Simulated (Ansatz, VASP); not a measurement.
# AlC3: VASP beside Ansatz

Contents of INCAR:

```
SYSTEM = AlC3
  ALGO = Normal
  EDIFF = 1E-6
  ENCUT = 520
  GGA = PS
  ISIF = 2
  ISMEAR = 0
  LASPH = .True.
  LCHARG = .True.
  LELF = .True.
  LREAL = .False.
  LVHAR = .True.
  LWAVE = .False.
  NBANDS = 16
  NELM = 80
  PREC = Accurate
  SIGMA = 0.1
```

Contents of KPOINTS:

```
k-points
0
Gamma
  14 14 14
  0 0 0
```

File POSCAR:

```
AlC3
1.0
    3.2624637930      0.0000000000      0.0000000000
    0.0000000000      3.2624637930      0.0000000000
    0.0000000000      0.0000000000      3.2624637930
Al C
1 3
Direct
    0.0000000000      0.0000000000      0.0000000000
    0.0000000000      0.5000000000      0.5000000000
    0.5000000000      0.0000000000      0.5000000000
    0.5000000000      0.5000000000      0.0000000000
```

Input for Ansatz:

```yaml
crystal:
  lattice:
    - [3.262463793, 0.0, 0.0]
    - [0.0, 3.262463793, 0.0]
    - [0.0, 0.0, 3.262463793]
  atoms:
    - { symbol: Al, position: [0.0, 0.0, 0.0] }
    - { symbol: C, position: [0.0, 0.5, 0.5] }
    - { symbol: C, position: [0.5, 0.0, 0.5] }
    - { symbol: C, position: [0.5, 0.5, 0.0] }
basis:
  ecutwfc: 420
kpoints:
  mp_grid: { grid: [14, 14, 14] }
hamiltonian:
  xc: pbesol
scf:
  occupations: { method: gaussian, width: 0.1 }
output:
  forces: true
  stress: true
  eigenvalues: true
```

Alike in both runs: task single point; functional PBEsol; k mesh 14 × 14 × 14; occupations gaussian, width 0.1 eV; no spin polarisation.

|  | VASP | Ansatz |
| --- | --- | --- |
| version | VASP 6.6.1 | Ansatz 0.2.0 |
| potentials or method | VASP PAW PBE potentials, release 64 (Al, C), cutoff 520 eV | scalar-relativistic, plane waves, PAW |
| valence electrons in the cell | 15 | 15 |

```tsv
	VASP	Ansatz	Ansatz less VASP
gap on the k mesh at the Fermi level (eV)	none	none	-
pressure (GPa)	-12.4	-12.4	-0.05
```

VASP's potentials were made for PBE, not for PBEsol. A gap of «none» marks a metal or a gap that the smearing closes.
